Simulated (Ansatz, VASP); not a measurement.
# CdS: VASP beside Ansatz

```xyz
2
Lattice="0.0000 2.9367 2.9367 2.9367 0.0000 2.9367 2.9367 2.9367 0.0000" Properties=species:S:1:pos:R:3 pbc="T T T"
Cd    0.0000    0.0000    0.0000
S     4.4051    4.4051    4.4051
```

Alike in both runs: task single point; functional PBE; k mesh 6 × 6 × 6; occupations gaussian, width 0.05 eV; no spin polarisation.

|  | VASP | Ansatz |
| --- | --- | --- |
| version | VASP 6.6.1 | Ansatz 0.2.0 |
| potentials or method | VASP PAW PBE potentials, release 64 (Cd, S), cutoff 520 eV | scalar-relativistic, plane waves, PAW |
| valence electrons in the cell | 18 | 26 |

|  | VASP | Ansatz | Ansatz less VASP |
| --- | --- | --- | --- |
| gap on the k mesh at the Fermi level (eV) | 1.10 | 1.10 | -0.003 |
| least direct gap on the mesh (eV) | 1.10 | 1.10 | -0.003 |
| pressure (GPa) | 1.9 | 1.5 | -0.33 |

VASP's potentials hold 18 valence electrons a cell and Ansatz's 26, so a difference there can come from the potentials and not from the codes.
